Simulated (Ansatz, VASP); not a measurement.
**P: VASP beside Ansatz**

```
P
1.0
     3.29049    0.00000    0.00000
     0.00000   34.85860    0.00000
     0.00000    0.00000    4.63613
P
4
Direct
  0.10315 0.97986 0.59148
  0.00000 0.02987 0.40852
  0.50000 0.02987 0.09148
  0.50000 0.97013 0.90852
```

Alike in both runs: task single point; functional r2SCAN; k mesh 8 × 1 × 6; occupations gaussian, width 0.05 eV; no spin polarisation.

|  | VASP | Ansatz |
| --- | --- | --- |
| version | VASP 6.6.1 | Ansatz 0.2.0 |
| potentials or method | VASP PAW PBE potentials, release 64 (P), cutoff 520 eV | scalar-relativistic, plane waves, PAW |
| valence electrons in the cell | 20 | 20 |

Ansatz gave:

- gap on the k mesh at the Fermi level (eV): 0.68
- least direct gap on the mesh (eV): 0.75
- rms of the force components (eV/Å): 2.419

**Question.** Estimate VASP's values.

**Answer.** gap on the k mesh at the Fermi level (eV): 0.70; least direct gap on the mesh (eV): 0.76; rms of the force components (eV/Å): 2.360.

VASP's potentials were made for PBE, not for r2SCAN. Atom by atom the forces differ by 0.081 eV/Å (rms over components). The functional is the same, so the differences come from potentials, cutoffs and numerics. Ansatz's warnings: xc potential rough in thin density.
